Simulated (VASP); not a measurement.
A run of VASP 6.6.1 is set up as follows.

POSCAR

```
WS2
1.0
    3.1012479890      0.0000000000      0.0000000000
   -1.5506239945      2.6857595419      0.0000000000
    0.0000000000      0.0000000000     16.5607236456
W S
1 2
Direct
    0.3333333333      0.6666666667      0.0000000000
    0.6666666667      0.3333333333      0.9042010878
    0.6666666667      0.3333333333      0.0957989122
```

Contents of INCAR.step1:

```
SYSTEM = WS2
ALGO     = Normal         ! electronic algorithm
EDIFF    = 1E-4           ! SCF threshold, eV
ENCUT    = 520            ! plane-wave cutoff, eV
GGA      = PE             ! functional
ISMEAR   = 0              ! smearing method
LASPH    = .True.         ! aspherical terms in the spheres
LCHARG   = .False.        ! write CHGCAR
LREAL    = .False.        ! projectors in reciprocal space
LWAVE    = .True.         ! write WAVECAR
NBANDS   = 20             ! bands
NELM     = 100            ! most SCF steps
PREC     = Accurate       ! precision mode
SIGMA    = 0.01           ! smearing width, eV
```

INCAR.step2

```
SYSTEM = WS2
ALGO     = Normal         ! electronic algorithm
EDIFF    = 1E-6           ! SCF threshold, eV
ENCUT    = 520            ! plane-wave cutoff, eV
ISIF     = 2              ! what is computed and relaxed
ISMEAR   = 0              ! smearing method
ISTART   = 1            
LASPH    = .True.         ! aspherical terms in the spheres
LCHARG   = .True.         ! write CHGCAR
LELF     = .True.         ! ELF
LMIXTAU  = .True.       
LREAL    = .False.        ! projectors in reciprocal space
LVHAR    = .True.       
LWAVE    = .False.        ! write WAVECAR
METAGGA  = R2SCAN         ! meta-GGA
NBANDS   = 20             ! bands
NELM     = 100            ! most SCF steps
PREC     = Accurate       ! precision mode
SIGMA    = 0.01           ! smearing width, eV
```

Contents of KPOINTS:

```
k-points
0
Gamma
  12 12 2
  0 0 0
```

Potentials or basis: VASP PAW PBE potentials, release 64 (W_sv, S).

Launch:

```bash
$ cat potpaw_PBE.64/W_sv/POTCAR potpaw_PBE.64/S/POTCAR > POTCAR
$ cp INCAR.step1 INCAR
$ mpirun -np 1 vasp_std > vasp.out
$ cp INCAR.step2 INCAR
$ mpirun -np 1 vasp_std > vasp.out
```

Q: Predict the largest force.

A: 0.038 eV/Å.

Q: What does it give for the band gap on the k mesh?

A: 2.10 eV (least direct gap 2.32 eV).

Forces on the atoms (eV/Å):
```
W    0.000  0.000  0.000
S    0.000  0.000 -0.038
S    0.000  0.000  0.038
```

Caveat: the cell differs from its parent crystal (strain -2.2%); the PAW data sets were made with another functional, which shifts forces and pressure a little; spin-orbit coupling is left out, which moves the levels of the heavy elements.
